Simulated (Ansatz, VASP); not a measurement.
**Se: VASP beside Ansatz**

INCAR

```
ALGO     = Normal         # electronic algorithm
EDIFF    = 1E-7           # SCF threshold, eV
ENCUT    = 520            # plane-wave cutoff, eV
ISIF     = 2              # what is computed and relaxed
ISMEAR   = -1             # smearing method
LASPH    = True           # aspherical terms in the spheres
LCHARG   = False          # write CHGCAR
LREAL    = False          # projectors in reciprocal space
LWAVE    = False          # write WAVECAR
NBANDS   = 9              # bands
NELM     = 60             # most SCF steps
PREC     = Accurate       # precision mode
SIGMA    = 0.08           # smearing width, eV
```

Contents of KPOINTS:

```
k-points
0
Gamma
  13 13 13
```

Contents of POSCAR:

```
Se
1.0
    2.6128714820      0.0000000000      0.0000000000
    0.0000000000      2.6128714820      0.0000000000
    0.0000000000      0.0000000000      2.6128714820
Se
1
Direct
    0.0000000000      0.0000000000      0.0000000000
```

Input for Ansatz:

```yaml
crystal:
  lattice:
    - [2.612871482, 0.0, 0.0]
    - [0.0, 2.612871482, 0.0]
    - [0.0, 0.0, 2.612871482]
  atoms:
    - { symbol: Se, position: [0.0, 0.0, 0.0] }
kpoints:
  mp_grid: { grid: [13, 13, 13] }
scf:
  occupations: { method: fermi_dirac, width: 0.08 }
hamiltonian:
  xc: lda
  pseudopotentials: { kind: paw }
output:
  forces: true
  stress: true
  eigenvalues: true
  populations: true
```

Change from the starting cell: volume scaled by 0.84, PAW files.

Alike in both runs: task single point; functional LDA; k mesh 13 × 13 × 13; occupations fermi-dirac, width 0.08 eV; no spin polarisation.

|  | VASP | Ansatz |
| --- | --- | --- |
| version | VASP 6.6.1 | Ansatz 0.2.0 |
| potentials or method | VASP PAW LDA potentials, release 64 (Se) | PAW with Ansatz's default frozen-core files, scalar-relativistic |
| plane-wave cutoff (eV) | 520 | 420 |
| valence electrons in the cell | 6 | 16 |

```tsv
	VASP	Ansatz	Ansatz less VASP
pressure (GPa)	22.5	22.0	-0.50
```

LDA's correlation is that of Perdew and Zunger in VASP and of Perdew and Wang (1992) in Ansatz. VASP's potentials hold 6 valence electrons a cell and Ansatz's 16, so a difference there can come from the potentials and not from the codes.
